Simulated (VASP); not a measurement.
# Ba2W (P-3m1) in VASP: relaxation of cell and atoms with PBE

Aim: the relaxation of cell and atoms of Ba2W with PBE.

Program: VASP 6.6.1. These are calculated values, not measurements. Logs are shortened: lines on timing, memory, paths and dates and some standing lists are left out, and cuts for length are marked.

## (1) The cell of the first run

Symmetry: P-3m1, No. 164, trigonal system. Conventional cell: a = 3.522 Å, b = 3.522 Å, c = 9.298 Å, α = 90.00°, β = 90.00°, γ = 120.00°. Ba (site symmetry 3m) has 3 W at 3.24 Å and 6 Ba at 3.52 Å within 4.3 Å. W (site symmetry -3m) has 6 Ba at 3.24 Å and 6 W at 3.52 Å within 4.3 Å.

## (2) Relaxation of cell and atoms, PBE

INCAR reads:

```
PREC     = Accurate       # precision mode
ENCUT    = 600            # plane-wave cutoff, eV
EDIFF    = 1E-6           # SCF threshold, eV
ISMEAR   = 0              # smearing method
SIGMA    = 0.1            # smearing width, eV
LREAL    = False          # projectors in reciprocal space
LASPH    = True           # aspherical terms in the spheres
NELM     = 100            # most SCF steps
ALGO     = Normal         # electronic algorithm
ISIF     = 3              # what is computed and relaxed
LWAVE    = False          # write WAVECAR
LCHARG   = False          # write CHGCAR
GGA      = PE             # functional
IBRION   = 2              # ionic algorithm
NSW      = 100            # ionic steps
EDIFFG   = -0.01          # ionic threshold
```

KPOINTS reads:

```
regular mesh
0
Gamma
  15 15 6
```

POSCAR reads:

```
Ba2W
1.0
    3.5222062444      0.0000000000      0.0000000000
   -1.7611031222      3.0503200850      0.0000000000
    0.0000000000      0.0000000000      9.2982312675
Ba W
2 1
Direct
    0.3333333333      0.6666666667      0.2715661622
    0.6666666667      0.3333333333      0.7284338378
    0.0000000000      0.0000000000      0.0000000000
```

Potentials or basis: VASP PAW PBE potentials, release 64 (Ba_sv, W_sv).

Launch:

```console
$ cat potpaw_PBE.64/Ba_sv/POTCAR potpaw_PBE.64/W_sv/POTCAR > POTCAR
$ mpirun -np 1 vasp_std > vasp.out
```

OUTCAR:

```text
PREC = Accurate
   ENCUT = 600
   EDIFF = 1E-6
   ISMEAR = 0
   LREAL = False
   LASPH = True
   NELM = 100
   ISIF = 3
   GGA = PE
   IBRION = 2
   NSW = 100
   EDIFFG = -0.01

 ion  position               nearest neighbor table
   1  0.333  0.667  0.272-   3 3.24   3 3.24   3 3.24   2 4.71   2 4.71   2 4.71
   2  0.667  0.333  0.728-   3 3.24   3 3.24   3 3.24   1 4.71   1 4.71   1 4.71
   3  0.000  0.000  0.000-   1 3.24   2 3.24   1 3.24   2 3.24   2 3.24   1 3.24

  LATTYP: Found a hexagonal cell.
 ALAT       =     3.5222062444
 C/A-ratio  =     2.6398883604

  Lattice vectors:

 A1 = (   3.5222062444,   0.0000000000,   0.0000000000)
 A2 = (  -1.7611031222,   3.0503200850,   0.0000000000)
 A3 = (   0.0000000000,   0.0000000000,   9.2982312675)

Analysis of symmetry for initial positions (statically):
=====================================================================
 Subroutine PRICEL returns:
 Original cell was already a primitive cell.

 Routine SETGRP: Setting up the symmetry group for a
 hexagonal supercell.

 Subroutine GETGRP returns: Found 12 space group operations
 (whereof 12 operations were pure point group operations)
 out of a pool of 24 trial point group operations.

The static configuration has the point symmetry D_3d.

Analysis of symmetry for dynamics (positions and initial velocities):
=====================================================================
 Subroutine PRICEL returns:
 Original cell was already a primitive cell.

 Routine SETGRP: Setting up the symmetry group for a
 hexagonal supercell.

 Subroutine GETGRP returns: Found 12 space group operations
 (whereof 12 operations were pure point group operations)
 out of a pool of 24 trial point group operations.

The dynamic configuration has the point symmetry D_3d.

 Subroutine INISYM returns: Found 12 space group operations
 (whereof 12 operations are pure point group operations),
 and found     1 'primitive' translations

----------------------------------------------------------------------------------------

                                     Primitive cell

  volume of cell :      99.8989

  direct lattice vectors                    reciprocal lattice vectors
     3.522206244  0.000000000  0.000000000     0.283912960  0.163917224  0.000000000
    -1.761103122  3.050320085  0.000000000     0.000000000  0.327834448  0.000000000
     0.000000000  0.000000000  9.298231268     0.000000000  0.000000000  0.107547336

  length of vectors
     3.522206244  3.522206244  9.298231268     0.327834448  0.327834448  0.107547336

  position of ions in fractional coordinates (direct lattice)
     0.333333333  0.666666667  0.271566162
     0.666666667  0.333333333  0.728433838
     0.000000000  0.000000000  0.000000000

  ion indices of the primitive-cell ions
   primitive index   ion index
                 1           1
                 2           2
                 3           3

----------------------------------------------------------------------------------------

 KPOINTS: regular mesh

Automatic generation of k-mesh.
 Grid dimensions read from file:
 generate k-points for:   15   15    6

 Generating k-lattice:

  Cartesian coordinates                     Fractional coordinates (reciprocal lattice)
     0.018927531  0.010927815  0.000000000     0.066666667  0.000000000  0.000000000
     0.000000000  0.021855630  0.000000000     0.000000000  0.066666667  0.000000000
     0.000000000  0.000000000  0.017924556     0.000000000  0.000000000  0.166666667

  Length of vectors
     0.021855630  0.021855630  0.017924556

  Shift w.r.t. Gamma in fractional coordinates (k-lattice)
     0.000000000  0.000000000  0.000000000

 Subroutine IBZKPT returns following result:
 ===========================================

 Found    146 irreducible k-points:

 Following reciprocal coordinates:
            Coordinates               Weight
  0.000000  0.000000  0.000000      1.000000
  0.066667  0.000000  0.000000      6.000000
  0.133333  0.000000  0.000000      6.000000
  0.200000  0.000000  0.000000      6.000000
  0.266667  0.000000  0.000000      6.000000
  0.333333  0.000000  0.000000      6.000000
[... 16 lines left out ...]
  0.333333  0.200000  0.000000     12.000000
  0.400000  0.200000  0.000000      6.000000
 [... further k-points ...]
   k-points           NKPTS =    146   k-points in BZ     NKDIM =    146   number of bands    NBANDS=     21
   number of dos      NEDOS =    301   number of ions     NIONS =      3
   total plane-waves  NPLWV =  62720
   dimension x,y,z NGX =    28 NGY =   28 NGZ =   80
   dimension x,y,z NGXF=    56 NGYF=   56 NGZF=  160
   ions per type =               2   1
   NGX,Y,Z   is equivalent  to a cutoff of  13.22, 13.22, 14.30 a.u.
   NGXF,Y,Z  is equivalent  to a cutoff of  26.43, 26.43, 28.61 a.u.
 SYSTEM =  unknown system
   PREC   = accura    normal or accurate (medium, high low for compatibility)
   ISTART =      0    job   : 0-new  1-cont  2-samecut
   ICHARG =      2    charge: 1-file 2-atom 10-const
   ISPIN  =      1    spin polarized calculation?
   LNONCOLLINEAR =      F non collinear calculations
   LSORBIT =      F    spin-orbit coupling
   LASPH  =      T    aspherical Exc in radial PAW
   ENCUT  =  600.0 eV  44.10 Ry    6.64 a.u.   7.03  7.03 18.57*2*pi/ulx,y,z
   NELM   =    100;   NELMIN=  2; NELMDL= -5     # of ELM steps
   EDIFF  = 0.1E-05   stopping-criterion for ELM
   LREAL  =      F    real-space projection
   EDIFFG = -.1E-01   stopping-criterion for IOM
   NSW    =    100    number of steps for IOM
   IBRION =      2    ionic relax: 0-MD 1-quasi-New 2-CG
   NFREE  =      1    steps in history (QN), initial steepest desc. (CG)
   ISIF   =      3    stress and relaxation
   ISYM   =      2    0-nonsym 1-usesym 2-fastsym
   POTIM  = 0.5000    time-step for ionic-motion
   TEBEG  =    0.0;   TEEND  =   0.0 temperature during run
   PSTRESS=    0.0 pullay stress
   NELECT =      34.0000    total number of electrons
   NUPDOWN=      -1.0000    fix difference up-down
   EMIN   =  10.00;   EMAX   =-10.00  energy-range for DOS
   EFERMI =   0.00;   METHOD = LEGACY
   ISMEAR =     0;   SIGMA  =   0.10  broadening in eV -4-tet -1-fermi 0-gaus
   EFERMI_NEDOS =   21; number of points for ismear=-14 and -15
   IALGO  =     38    algorithm
   IMIX   =      4    mixing-type and parameters
     AMIX     =   0.40;   BMIX     =  1.00
     AMIX_MAG =   1.60;   BMIX_MAG =  1.00
  volume/ion in A,a.u.               =      33.30       224.72
  Fermi-wavevector in a.u.,A,eV,Ry     =   1.143004  2.159964 17.775432  1.306457
  Thomas-Fermi vector in A             =   2.279700
   LORBIT       =      0    0 simple, 1 ext, 2 COOP (PROOUT), +10 PAW based schemes
   GGA     = PE    functional components
   LHFCALC =     F    Hartree Fock is set to
   AEXX    =    0.0000 exact exchange contribution
   IVDW    =     0    specifies the selected vdW correction
   LEPSILON=     F    determine dielectric tensor
   LRPA    =     F    only Hartree local field effects (RPA)
 conjugate gradient relaxation of ions
 non-spin polarized calculation
 Gauss-broadening in eV      SIGMA  =   0.10
  energy-cutoff  :      600.00
  volume of cell :       99.90
 maximum number of plane-waves:      3354
   NGX = 15   NGY = 15   NGZ = 37

--------------------------------------- Ionic step        1  -------------------------------------------

 number of electron      33.9999999 magnetization

 Free energy of the ion-electron system (eV)
  ---------------------------------------------------
  ext. energy  EPLUGINS =         0.00000000
  ---------------------------------------------------
  free energy    TOTEN  =       -12.35064931 eV

  energy without entropy =      -12.32867900  energy(sigma->0) =      -12.33966415

------------------------ aborting loop because EDIFF is reached ----------------------------------------

  FORCE on cell =-STRESS in cart. coord.  units (eV):
  Direction    XX          YY          ZZ          XY          YZ          ZX
  --------------------------------------------------------------------------------------
  -------------------------------------------------------------------------------------
  Total        0.7260331      0.7260331      0.8641785      0.0000000      0.0000000      0.0000000
  in kB       11.6441138     11.6441138     13.8596897      0.0000000      0.0000000      0.0000000
  external PRESSURE =      12.3826391 kB  Pullay stress =       0.0000000 kB
[... 92 lines left out ...]
  FREE ENERGIE OF THE ION-ELECTRON SYSTEM (eV)
  ---------------------------------------------------
  free  energy   TOTEN  =       -12.3634233227 eV

  energy  without entropy=      -12.3412464445  energy(sigma->0) =      -12.35233488

[... ionic steps 4 to 7 ...]

--------------------------------------- Ionic step        8  -------------------------------------------

 number of electron      34.0000003 magnetization

------------------------ aborting loop because EDIFF is reached ----------------------------------------

  FORCE on cell =-STRESS in cart. coord.  units (eV):
  Direction    XX          YY          ZZ          XY          YZ          ZX
  --------------------------------------------------------------------------------------
  -------------------------------------------------------------------------------------
  Total       -0.0463116     -0.0463116     -0.0623064     -0.0000000     -0.0000000      0.0000000
  in kB       -0.7203997     -0.7203997     -0.9692060     -0.0000000     -0.0000000      0.0000000
  external PRESSURE =      -0.8033351 kB  Pullay stress =       0.0000000 kB
[... 59 lines left out ...]
  energy  without entropy=      -12.3423359912  energy(sigma->0) =      -12.35349180

--------------------------------------- Ionic step       10  -------------------------------------------

 number of electron      34.0000002 magnetization

 Free energy of the ion-electron system (eV)
  ---------------------------------------------------
  ext. energy  EPLUGINS =         0.00000000
  ---------------------------------------------------
  free energy    TOTEN  =       -12.36469162 eV

  energy without entropy =      -12.34240071  energy(sigma->0) =      -12.35354616

 E-fermi :   4.1163     XC(G=0):  -9.5282

 val. band max:        4.1142880982   @ k =   0.3333   0.0667   0.0000
 cond. band min:       4.1209827391   @ k =   0.4000   0.0667   0.5000
 fundamental gap:      0.0066946409
 Fermi energy:         4.1163119274

 k-point     1 :       0.0000    0.0000    0.0000
  band No.  band energies     occupation
      1     -69.9436      2.00000
      2     -34.0713      2.00000
      3     -34.0713      2.00000
      4     -34.0127      2.00000
      5     -24.2066      2.00000
      6     -24.1842      2.00000
[... 550 lines left out ...]
      5     -23.7901      2.00000
      6     -23.7896      2.00000
[... 13 lines left out ...]
     20       5.6639      0.00000
     21       5.8429      0.00000

 [... further k-points ...]

------------------------ aborting loop because EDIFF is reached ----------------------------------------

  FORCE on cell =-STRESS in cart. coord.  units (eV):
  Direction    XX          YY          ZZ          XY          YZ          ZX
  --------------------------------------------------------------------------------------
  -------------------------------------------------------------------------------------
  Total        0.0077985      0.0077985      0.0191402      0.0000000      0.0000000     -0.0000000
  in kB        0.1217907      0.1217907      0.2989156      0.0000000      0.0000000     -0.0000000
  external PRESSURE =       0.1808323 kB  Pullay stress =       0.0000000 kB
[... 18 lines left out ...]
  FREE ENERGIE OF THE ION-ELECTRON SYSTEM (eV)
  ---------------------------------------------------
  free  energy   TOTEN  =       -12.3646916172 eV

  energy  without entropy=      -12.3424007081  energy(sigma->0) =      -12.35354616

 reached required accuracy - stopping structural energy minimisation
```

Wall time 30 min (1 thread of Intel Xeon 6975P-C, shared host); peak memory 0.55 GiB.

Results:

```
Free energy                            : -12.3647 eV
Relaxed volume                         : 34.20 Å³/atom
Relaxed cell                           : a = 3.567 Å, b = 3.567 Å, c = 9.311 Å, α = 90.00°, β = 90.00°, γ = 120.00°
Space group after relaxing (to 0.05 Å) : P-3m1 (No. 164)
Energy gained by relaxing              : 4.7 meV/atom
Ionic steps                            : 10
Pressure after relaxing                : 0.0 GPa
Largest force after relaxing           : 0.007 eV/Å
Band gap on the k mesh                 : zero (band 17 reaches 4.26 eV, above the bottom of band 18 at 4.07 eV)
```

Forces in eV/Å, atoms in the order of the input:
```
Ba   0.000  0.000  0.007
Ba   0.000  0.000 -0.007
W    0.000  0.000  0.000
```

The path:
| step | energy change (eV) | largest force (eV/Å) | pressure (GPa) | volume (Å³) |
| --- | --- | --- | --- | --- |
| 1 | 0.0000 | 0.1963 | 1.24 | 99.90 |
| 2 | -0.0120 | 0.0259 | -0.29 | 103.67 |
| 3 | -0.0128 | 0.0165 | 0.00 | 102.88 |
| 4 | -0.0132 | 0.0197 | 0.00 | 102.95 |
| 5 | -0.0136 | 0.0250 | -0.01 | 103.05 |
| 6 | -0.0137 | 0.0272 | -0.01 | 103.10 |
| 7 | -0.0138 | 0.0201 | -0.02 | 103.07 |
| 8 | -0.0139 | 0.0011 | -0.08 | 103.00 |
| 9 | -0.0140 | 0.0033 | -0.05 | 102.85 |
| 10 | -0.0140 | 0.0072 | 0.02 | 102.59 |

Final structure:
```cif
data_structure
_symmetry_space_group_name_H-M 'P 1'
_symmetry_Int_Tables_number 1
_cell_length_a 3.5670
_cell_length_b 3.5670
_cell_length_c 9.3106
_cell_angle_alpha 90.000
_cell_angle_beta 90.000
_cell_angle_gamma 120.000
_cell_volume 102.59
loop_
_atom_site_label
_atom_site_type_symbol
_atom_site_fract_x
_atom_site_fract_y
_atom_site_fract_z
_atom_site_occupancy
Ba1 Ba 0.33333 0.66667 0.27390 1
Ba2 Ba 0.66667 0.33333 0.72610 1
W1 W 0.00000 0.00000 0.00000 1
```

Levels at points of the mesh, in eV from the Fermi level:
```
           k point  band 13  band 14  band 15  band 16  band 17  band 18  band 19  band 20  band 21
(0.00, 0.00, 0.00)    -4.50    -1.97    -1.05    -0.23    -0.23     0.01     0.32     0.32     1.28
(0.00, 0.00, 0.50)    -4.26    -1.97    -1.71    -0.23    -0.23     0.24     0.32     0.32     1.11
```

Caveat: spin-orbit coupling is left out, which moves the levels of the heavy elements.
